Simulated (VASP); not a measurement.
Write the native input for VASP 6.6.1 that does the following.

```
Task                   : single point
Functional             : PBE
Potentials or basis    : VASP PAW PBE potentials, release 64 (Al, N)
Cutoff                 : 520 eV
k mesh                 : 8 × 8 × 2
Occupations            : gaussian, width 0.05 eV
Spin                   : no spin polarisation
Dipole correction      : no
Further INCAR settings : ALGO = Normal; EDIFF = 1e-06; NBANDS = 36
```

The structure of AlN lies in POSCAR:

```
AlN
1.0
    2.1839935596     -2.1839935596      0.0000000000
    2.1839935596      0.0000000000     -2.1839935596
   10.5561144710      7.8259041221      7.8259041221
Al N
6 6
Direct
    0.6406368067      0.6406368067      0.0624666667
   -0.3732798600     -0.3732798600      0.8958000000
    0.2378534733      0.2378534733      0.2291333333
    0.4322868067      0.4322868067      0.5624666667
   -0.1649298600     -0.1649298600      0.3958000000
    0.0295034733      0.0295034733      0.7291333333
    0.4843743067      0.4843743067      0.4374666667
    0.8871576400      0.8871576400      0.2708000000
    0.0815909733      0.0815909733      0.6041333333
    0.2760243067      0.2760243067      0.9374666667
   -0.3211923600     -0.3211923600      0.7708000000
    0.2899409733      0.2899409733      0.1041333333
```

The input as run:

INCAR

```
PREC = Accurate
ENCUT = 520
EDIFF = 1E-6
ISMEAR = 0
SIGMA = 0.05
LREAL = F
LASPH = T
NELM = 60
ALGO = Normal
ISIF = 2
LWAVE = F
LCHARG = T
GGA = PE
LELF = T
LVHAR = T
NBANDS = 36
```

KPOINTS

```
regular mesh
0
Gamma
  8 8 2
```

Potentials or basis: VASP PAW PBE potentials, release 64 (Al, N).

Launch:

```console
$ cat potpaw_PBE.64/Al/POTCAR potpaw_PBE.64/N/POTCAR > POTCAR
$ mpirun -np 1 vasp_std > vasp.out
```

It gave:

```yaml
Pressure: 4.3 GPa
Largest_force: 1.556 eV/Å
Band_gap_on_the_k_mesh: 2.67 eV (least direct gap 2.81 eV)
```

Caveat: the cell stands under pressure; forces of over 1 eV/Å act on the atoms, so gaps and moduli don't describe the material at rest.

Run time: 5 min on 1 thread of Intel Xeon 8259CL (shared host), peak memory 0.32 GiB.
